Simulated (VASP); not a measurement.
# InRu3 (Fm-3m) in VASP: notebook

InRu3 is run at these levels: PBE; tasks: relaxation of cell and atoms, single point.

All numbers are computed with VASP 6.6.1; they aren't measurements. Logs are shortened: lines on timing, memory, paths and dates and some standing lists are left out, and cuts for length are marked.

## (1) The cell of the first run

It takes space group Fm-3m (No. 225, cubic). Conventional cell: a = 6.839 Å, b = 6.839 Å, c = 6.839 Å, α = 90.00°, β = 90.00°, γ = 90.00°. Within 3.9 Å of In (site symmetry m-3m) lie 14 Ru at 2.96 to 3.42 Å. Within 3.9 Å of Ru (site symmetry -43m) lie 4 In at 2.96 Å and 10 Ru at 2.96 to 3.42 Å. Within 3.9 Å of Ru (site symmetry m-3m) lie 8 Ru at 2.96 Å and 6 In at 3.42 Å.

## (2) Relaxation of cell and atoms, PBE

Contents of INCAR:

```
SYSTEM = InRu3
PREC = Accurate
ENCUT = 600
EDIFF = 1E-7
ISMEAR = 0
SIGMA = 0.1
LREAL = .False.
LASPH = .True.
NELM = 80
ALGO = Normal
ISIF = 3
LWAVE = .False.
LCHARG = .False.
GGA = PE
IBRION = 2
NSW = 90
EDIFFG = -0.04
```

Contents of KPOINTS:

```
regular mesh
0
Gamma
  4 4 4
  0 0 0
```

Contents of POSCAR:

```
InRu3
1.0
    0.0000000000      3.4192982700      3.4192982700
    3.4192982700      0.0000000000      3.4192982700
    3.4192982700      3.4192982700      0.0000000000
In Ru
1 3
Direct
    0.0000000000      0.0000000000      0.0000000000
    0.2500000000      0.2500000000      0.2500000000
    0.7500000000      0.7500000000      0.7500000000
    0.5000000000      0.5000000000      0.5000000000
```

Potentials or basis: VASP PAW PBE potentials, release 64 (In_d, Ru_pv).

On the command line:

```bash
> cat potpaw_PBE.64/In_d/POTCAR potpaw_PBE.64/Ru_pv/POTCAR > POTCAR
> mpirun -np 1 vasp_std > vasp.out
```

OUTCAR:

```text
SYSTEM = InRu3
   PREC = Accurate
   ENCUT = 600
   EDIFF = 1E-7
   ISMEAR = 0
   LREAL = .False.
   LASPH = .True.
   NELM = 80
   ISIF = 3
   GGA = PE
   IBRION = 2
   NSW = 90
   EDIFFG = -0.04

 ion  position               nearest neighbor table
   1  0.000  0.000  0.000-   3 2.96   3 2.96   3 2.96   2 2.96   2 2.96   2 2.96   3 2.96   2 2.96
                             4 3.42   4 3.42   4 3.42   4 3.42   4 3.42   4 3.42
   2  0.250  0.250  0.250-   1 2.96   1 2.96   1 2.96   4 2.96   4 2.96   4 2.96   4 2.96   1 2.96

   3  0.750  0.750  0.750-   4 2.96   4 2.96   4 2.96   1 2.96   1 2.96   1 2.96   4 2.96   1 2.96

   4  0.500  0.500  0.500-   2 2.96   2 2.96   2 2.96   3 2.96   3 2.96   3 2.96   3 2.96   2 2.96
                             1 3.42   1 3.42   1 3.42   1 3.42   1 3.42   1 3.42

  LATTYP: Found a face centered cubic cell.
 ALAT       =     6.8385965400

  Lattice vectors:

 A1 = (   0.0000000000,   3.4192982700,   3.4192982700)
 A2 = (   3.4192982700,   0.0000000000,   3.4192982700)
 A3 = (   3.4192982700,   3.4192982700,   0.0000000000)

Analysis of symmetry for initial positions (statically):
=====================================================================
 Subroutine PRICEL returns:
 Original cell was already a primitive cell.

 Routine SETGRP: Setting up the symmetry group for a
 face centered cubic supercell.

 Subroutine GETGRP returns: Found 48 space group operations
 (whereof 48 operations were pure point group operations)
 out of a pool of 48 trial point group operations.

The static configuration has the point symmetry O_h .

Analysis of symmetry for dynamics (positions and initial velocities):
=====================================================================
 Subroutine PRICEL returns:
 Original cell was already a primitive cell.

 Routine SETGRP: Setting up the symmetry group for a
 face centered cubic supercell.

 Subroutine GETGRP returns: Found 48 space group operations
 (whereof 48 operations were pure point group operations)
 out of a pool of 48 trial point group operations.

The dynamic configuration has the point symmetry O_h .

 Subroutine INISYM returns: Found 48 space group operations
 (whereof 48 operations are pure point group operations),
 and found     1 'primitive' translations

----------------------------------------------------------------------------------------

                                     Primitive cell

  volume of cell :      79.9541

  direct lattice vectors                    reciprocal lattice vectors
     0.000000000  3.419298270  3.419298270    -0.146228834  0.146228834  0.146228834
     3.419298270  0.000000000  3.419298270     0.146228834 -0.146228834  0.146228834
     3.419298270  3.419298270  0.000000000     0.146228834  0.146228834 -0.146228834

  length of vectors
     4.835617987  4.835617987  4.835617987     0.253275770  0.253275770  0.253275770

  position of ions in fractional coordinates (direct lattice)
     0.000000000  0.000000000  0.000000000
     0.250000000  0.250000000  0.250000000
     0.750000000  0.750000000  0.750000000
     0.500000000  0.500000000  0.500000000

  ion indices of the primitive-cell ions
   primitive index   ion index
                 1           1
                 2           2
                 3           3
                 4           4

----------------------------------------------------------------------------------------

 KPOINTS: regular mesh

Automatic generation of k-mesh.
 Grid dimensions read from file:
 generate k-points for:    4    4    4

 Generating k-lattice:

  Cartesian coordinates                     Fractional coordinates (reciprocal lattice)
    -0.036557209  0.036557209  0.036557209     0.250000000  0.000000000  0.000000000
     0.036557209 -0.036557209  0.036557209     0.000000000  0.250000000  0.000000000
     0.036557209  0.036557209 -0.036557209     0.000000000  0.000000000  0.250000000

  Length of vectors
     0.063318943  0.063318943  0.063318943

  Shift w.r.t. Gamma in fractional coordinates (k-lattice)
     0.000000000  0.000000000  0.000000000

 Subroutine IBZKPT returns following result:
 ===========================================

 Found      8 irreducible k-points:

 Following reciprocal coordinates:
            Coordinates               Weight
  0.000000  0.000000  0.000000      1.000000
  0.250000  0.000000  0.000000      8.000000
  0.500000  0.000000  0.000000      4.000000
  0.250000  0.250000  0.000000      6.000000
  0.500000  0.250000  0.000000     24.000000
 -0.250000  0.250000  0.000000     12.000000
  0.500000  0.500000  0.000000      3.000000
 -0.250000  0.500000  0.250000      6.000000
   k-points           NKPTS =      8   k-points in BZ     NKDIM =      8   number of bands    NBANDS=     33
   number of dos      NEDOS =    301   number of ions     NIONS =      4
   total plane-waves  NPLWV =  64000
   dimension x,y,z NGX =    40 NGY =   40 NGZ =   40
   dimension x,y,z NGXF=    80 NGYF=   80 NGZF=   80
   ions per type =               1   3
   NGX,Y,Z   is equivalent  to a cutoff of  13.75, 13.75, 13.75 a.u.
   NGXF,Y,Z  is equivalent  to a cutoff of  27.50, 27.50, 27.50 a.u.
 SYSTEM =  InRu3
   PREC   = accura    normal or accurate (medium, high low for compatibility)
   ISTART =      0    job   : 0-new  1-cont  2-samecut
   ICHARG =      2    charge: 1-file 2-atom 10-const
   ISPIN  =      1    spin polarized calculation?
   LNONCOLLINEAR =      F non collinear calculations
   LSORBIT =      F    spin-orbit coupling
   LASPH  =      T    aspherical Exc in radial PAW
   ENCUT  =  600.0 eV  44.10 Ry    6.64 a.u.   9.66  9.66  9.66*2*pi/ulx,y,z
   NELM   =     80;   NELMIN=  2; NELMDL= -5     # of ELM steps
   EDIFF  = 0.1E-06   stopping-criterion for ELM
   LREAL  =      F    real-space projection
   EDIFFG = -.4E-01   stopping-criterion for IOM
   NSW    =     90    number of steps for IOM
   IBRION =      2    ionic relax: 0-MD 1-quasi-New 2-CG
   NFREE  =      1    steps in history (QN), initial steepest desc. (CG)
   ISIF   =      3    stress and relaxation
   ISYM   =      2    0-nonsym 1-usesym 2-fastsym
   POTIM  = 0.5000    time-step for ionic-motion
   TEBEG  =    0.0;   TEEND  =   0.0 temperature during run
   PSTRESS=    0.0 pullay stress
   NELECT =      55.0000    total number of electrons
   NUPDOWN=      -1.0000    fix difference up-down
   EMIN   =  10.00;   EMAX   =-10.00  energy-range for DOS
   EFERMI =   0.00;   METHOD = LEGACY
   ISMEAR =     0;   SIGMA  =   0.10  broadening in eV -4-tet -1-fermi 0-gaus
   EFERMI_NEDOS =   21; number of points for ismear=-14 and -15
   IALGO  =     38    algorithm
   IMIX   =      4    mixing-type and parameters
     AMIX     =   0.40;   BMIX     =  1.00
     AMIX_MAG =   1.60;   BMIX_MAG =  1.00
  volume/ion in A,a.u.               =      19.99       134.89
  Fermi-wavevector in a.u.,A,eV,Ry     =   1.445158  2.730953 28.415528  2.088482
  Thomas-Fermi vector in A             =   2.563372
   LORBIT       =      0    0 simple, 1 ext, 2 COOP (PROOUT), +10 PAW based schemes
   GGA     = PE    functional components
   LHFCALC =     F    Hartree Fock is set to
   AEXX    =    0.0000 exact exchange contribution
   IVDW    =     0    specifies the selected vdW correction
   LEPSILON=     F    determine dielectric tensor
   LRPA    =     F    only Hartree local field effects (RPA)
 conjugate gradient relaxation of ions
 non-spin polarized calculation
 Gauss-broadening in eV      SIGMA  =   0.10
  energy-cutoff  :      600.00
  volume of cell :       79.95
 maximum number of plane-waves:      2698
 NGX is ok and might be reduce to    40
   NGX = 19   NGY = 19   NGZ = 19

--------------------------------------- Ionic step        1  -------------------------------------------

 number of electron      55.0000003 magnetization

 Free energy of the ion-electron system (eV)
  ---------------------------------------------------
  ext. energy  EPLUGINS =         0.00000000
  ---------------------------------------------------
  free energy    TOTEN  =       -26.44054049 eV

  energy without entropy =      -26.38701232  energy(sigma->0) =      -26.41377640

 E-fermi :   7.7955     XC(G=0): -11.7621

 val. band max:        7.7846071943   @ k =   0.5000   0.0000   0.0000
 cond. band min:       7.8230196626   @ k =   0.2500   0.0000   0.0000
 fundamental gap:      0.0384124683
 Fermi energy:         7.7955403271

 k-point     1 :       0.0000    0.0000    0.0000
  band No.  band energies     occupation
      1     -34.6225      2.00000
      2     -34.6225      2.00000
      3     -34.6225      2.00000
      4     -34.4725      2.00000
      5     -34.4725      2.00000
      6     -34.4725      2.00000
[... 25 lines left out ...]
     32      12.9410      0.00000
     33      12.9410      0.00000

 k-point     2 :       0.2500    0.0000    0.0000
  band No.  band energies     occupation
      1     -34.6291      2.00000
      2     -34.6291      2.00000
      3     -34.6227      2.00000
      4     -34.4640      2.00000
      5     -34.4640      2.00000
      6     -34.4526      2.00000
[... 360 lines left out ...]
  FORCE on cell =-STRESS in cart. coord.  units (eV):
  Direction    XX          YY          ZZ          XY          YZ          ZX
  --------------------------------------------------------------------------------------
  -------------------------------------------------------------------------------------
  Total       -0.6675933     -0.6675933     -0.6675933      0.0000000      0.0000000      0.0000000
  in kB      -17.0855453    -17.0855453    -17.0855453      0.0000000      0.0000000      0.0000000
  external PRESSURE =     -17.0855453 kB  Pullay stress =       0.0000000 kB

 VOLUME and BASIS-vectors are now :
 -----------------------------------------------------------------------------
  energy-cutoff  :      600.00
  volume of cell :       62.60
      direct lattice vectors                 reciprocal lattice vectors
    -0.000000000  3.151528482  3.151528482    -0.158653175  0.158653175  0.158653175
     3.151528482 -0.000000000  3.151528482     0.158653175 -0.158653175  0.158653175
     3.151528482  3.151528482 -0.000000000     0.158653175  0.158653175 -0.158653175

 POSITION                                       TOTAL-FORCE (eV/Angst)
 -----------------------------------------------------------------------------------
      3.15153      3.15153     -0.00000         0.000000     -0.000000      0.000000
      1.57576      1.57576      1.57576        -0.000000      0.000000      0.000000
      4.72729      4.72729      4.72729         0.000000     -0.000000     -0.000000
      3.15153      3.15153      3.15153         0.000000     -0.000000      0.000000
 -----------------------------------------------------------------------------------
    total drift:                               -0.000000      0.000000      0.000000

  FREE ENERGIE OF THE ION-ELECTRON SYSTEM (eV)
  ---------------------------------------------------
  free  energy   TOTEN  =       -28.5101407560 eV

  energy  without entropy=      -28.4705477623  energy(sigma->0) =      -28.49034426

--------------------------------------- Ionic step        5  -------------------------------------------

 number of electron      55.0000004 magnetization

 Free energy of the ion-electron system (eV)
  ---------------------------------------------------
  ext. energy  EPLUGINS =         0.00000000
  ---------------------------------------------------
  free energy    TOTEN  =       -28.51287697 eV

  energy without entropy =      -28.47364149  energy(sigma->0) =      -28.49325923

 E-fermi :  11.4843     XC(G=0): -13.1988

 val. band max:       11.4785950751   @ k =   0.5000   0.5000   0.0000
 cond. band min:      11.5189129624   @ k =   0.2500   0.0000   0.0000
 fundamental gap:      0.0403178874
 Fermi energy:        11.4843331239

 k-point     1 :       0.0000    0.0000    0.0000
  band No.  band energies     occupation
      1     -31.3490      2.00000
      2     -31.3490      2.00000
      3     -31.3490      2.00000
      4     -31.1397      2.00000
      5     -31.1397      2.00000
      6     -31.1397      2.00000
[... 25 lines left out ...]
     32      17.6832      0.00000
     33      17.6832      0.00000

 k-point     2 :       0.2500    0.0000    0.0000
  band No.  band energies     occupation
      1     -31.3743      2.00000
      2     -31.3743      2.00000
      3     -31.3623      2.00000
      4     -31.1138      2.00000
      5     -31.1138      2.00000
      6     -31.0775      2.00000
[... 246 lines left out ...]
  FORCE on cell =-STRESS in cart. coord.  units (eV):
  Direction    XX          YY          ZZ          XY          YZ          ZX
  --------------------------------------------------------------------------------------
  -------------------------------------------------------------------------------------
  Total        0.0101707      0.0101707      0.0101707     -0.0000000     -0.0000000      0.0000000
  in kB        0.2624457      0.2624457      0.2624457     -0.0000000     -0.0000000      0.0000000
  external PRESSURE =       0.2624457 kB  Pullay stress =       0.0000000 kB

 VOLUME and BASIS-vectors are now :
 -----------------------------------------------------------------------------
  energy-cutoff  :      600.00
  volume of cell :       62.09
      direct lattice vectors                 reciprocal lattice vectors
    -0.000000000  3.142895582  3.142895582    -0.159088963  0.159088963  0.159088963
     3.142895582 -0.000000000  3.142895582     0.159088963 -0.159088963  0.159088963
     3.142895582  3.142895582 -0.000000000     0.159088963  0.159088963 -0.159088963

 POSITION                                       TOTAL-FORCE (eV/Angst)
 -----------------------------------------------------------------------------------
      0.00000      0.00000      0.00000         0.000000     -0.000000     -0.000000
      1.57145      1.57145      1.57145         0.000000      0.000000      0.000000
      4.71434      4.71434      4.71434        -0.000000     -0.000000     -0.000000
      3.14290      3.14290      3.14290         0.000000     -0.000000     -0.000000
 -----------------------------------------------------------------------------------
    total drift:                               -0.000000      0.000000      0.000000

  FREE ENERGIE OF THE ION-ELECTRON SYSTEM (eV)
  ---------------------------------------------------
  free  energy   TOTEN  =       -28.5128769688 eV

  energy  without entropy=      -28.4736414934  energy(sigma->0) =      -28.49325923

 reached required accuracy - stopping structural energy minimisation
```

It took 1.9 min on 1 thread of Intel Xeon Platinum 8488C (Sapphire Rapids), shared host; peak memory 0.25 GiB.

What came out:

```
Free energy                            : -28.5129 eV
Relaxed volume                         : 15.52 Å³/atom
Relaxed cell                           : a = 4.445 Å, b = 4.445 Å, c = 4.445 Å, α = 60.00°, β = 60.00°, γ = 60.00°
Space group after relaxing (to 0.05 Å) : Fm-3m (No. 225)
Energy gained by relaxing              : 518.1 meV/atom
Ionic steps                            : 5
Pressure after relaxing                : 0.0 GPa
```

Step by step:
```tsv
step	energy change (eV)	largest force (eV/Å)	pressure (GPa)	volume (Å³)
1	0.0000	0.0000	-28.65	79.95
2	3.5430	0.0000	145.30	45.32
3	-2.0553	0.0000	-4.18	63.38
4	-2.0696	0.0000	-1.71	62.60
5	-2.0723	0.0000	0.03	62.09
```

Final structure:
```
In Ru
1.0
     0.00000    3.14290    3.14290
     3.14290    0.00000    3.14290
     3.14290    3.14290    0.00000
In Ru
1 3
Direct
  0.00000 0.00000 0.00000
  0.25000 0.25000 0.25000
  0.75000 0.75000 0.75000
  0.50000 0.50000 0.50000
```

Levels at points of the mesh, in eV from the Fermi level:
```csv
k point,band 25,band 26,band 27,band 28,band 29,band 30
"(0.00, 0.00, 0.00)",0.13,0.17,0.17,0.17,0.48,0.48
"(0.50, 0.00, 0.00)",-1.48,-1.05,-0.02,-0.02,0.24,0.24
"(0.50, 0.50, 0.00)",-0.58,-0.35,-0.35,-0.18,-0.01,0.40
```

Caveat: the k points lie up to 0.43 Å⁻¹ apart in the final cell; the volume moved by over 15 % at a fixed basis, so the end points are rough; spin-orbit coupling is left out, which moves the levels of the heavy elements.

(Part 1 of 2 ends here.)
